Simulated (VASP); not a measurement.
Set up this calculation in VASP 6.6.1, as the native input.

- Task: single point
- Functional: PBE
- Potentials or basis: VASP PAW PBE potentials, release 64 (Zr_sv, F, Cd)
- Cutoff: 520 eV
- k mesh: 4 × 4 × 4
- Occupations: gaussian, width 0.2898 eV
- Spin: no spin polarisation
- Dipole correction: no
- Further INCAR settings: ALGO = Normal; EDIFF = 1e-06; NBANDS = 49

The structure of ZrCd2F6 lies in POSCAR:

```
ZrCd2F6
1.0
    2.9421610000      5.0959700000      0.0000000000
   -2.9421610000      5.0959700000      0.0000000000
    0.0000000000      0.0000000000      4.5991350000
Zr F Cd
1 6 2
Direct
    0.0000000000      0.0000000000      0.0000000000
    0.1600000000      0.6800000000      0.1980000000
    0.1600000000      0.1600000000      0.1980000000
    0.6800000000      0.1600000000      0.1980000000
    0.8400000000      0.3200000000      0.8020000000
    0.3200000000      0.8400000000      0.8020000000
    0.8400000000      0.8400000000      0.8020000000
    0.3333000000      0.3334000000      0.6920000000
    0.6667000000      0.6666000000      0.3080000000
```

These files were run (other wordings do the same):

INCAR

```
ALGO     = Normal         # electronic algorithm
EDIFF    = 1E-6           # SCF threshold, eV
ENCUT    = 520            # plane-wave cutoff, eV
GGA      = PE             # functional
ISIF     = 2              # what is computed and relaxed
ISMEAR   = 0              # smearing method
LASPH    = T              # aspherical terms in the spheres
LCHARG   = T              # write CHGCAR
LELF     = T              # ELF
LREAL    = F              # projectors in reciprocal space
LVHAR    = T            
LWAVE    = F              # write WAVECAR
NBANDS   = 49             # bands
NELM     = 100            # most SCF steps
PREC     = Accurate       # precision mode
SIGMA    = 0.2898         # smearing width, eV
```

KPOINTS

```
k-points
0
Gamma
  4 4 4
```

Potentials or basis: VASP PAW PBE potentials, release 64 (Zr_sv, F, Cd).

Command:

```sh
$ cat potpaw_PBE.64/Zr_sv/POTCAR potpaw_PBE.64/F/POTCAR potpaw_PBE.64/Cd/POTCAR > POTCAR
$ mpirun -np 1 vasp_std > vasp.out
```

Results of the run:

```json
{
  "Pressure": "22.6 GPa",
  "Largest force": "5.247 eV/Å",
  "Band gap on the k mesh": "zero (bands 39 and 40 overlap by 0.10 eV)"
}
```

Caveat: the cell stands under pressure; so wide a smearing shifts energies and pressures; forces of over 1 eV/Å act on the atoms, so gaps and moduli don't describe the material at rest.

Wall time 3.7 min on 1 thread of Intel Xeon 8259CL (shared host), peak memory 0.36 GiB.
